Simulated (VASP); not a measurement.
Runs of VASP 6.6.1 on BeBi3. The structure is that of space group Pm-3m (No. 221), or close to it. The cells are those of the table. 

```csv
task,cell,k mesh,cutoff (eV),gap on the mesh (eV),pressure (GPa),relaxed volume (Å³/atom)
relaxation of cell and atoms,"relaxed from a = 4.604 Å, 4 atoms",4 × 4 × 4,600,none,0.0,28.08
single point,"a = 4.807 Å, 4 atoms",10 × 10 × 10,520,none,-0.1,-
relaxation of cell and atoms,"relaxed from a = 4.829 Å, 4 atoms",10 × 10 × 10,600,none,0.0,27.75
single point,"a = 4.604 Å, 4 atoms",4 × 4 × 4,520,none,(a),-
single point,"a = 4.829 Å, 4 atoms",4 × 4 × 4,520,none,-0.1,-
```

Alike in all rows: level PBE; potentials or basis VASP PAW PBE potentials, release 64 (Be, Bi_d); no spin polarisation; smearing gaussian 0.1 eV.

Task: Fill in the values left out.

Result: (a) 9.5.

Caveats: spin-orbit coupling is left out, which moves the levels of the heavy elements; the volume moved by over 15 % at a fixed basis, so the end points are rough (at least some runs); the cell stands under pressure (at least some runs).

A k mesh can miss the band edges, and the runs leave out spin-orbit coupling on Bi.

A gap of «none» marks levels without a gap at the run's occupations.
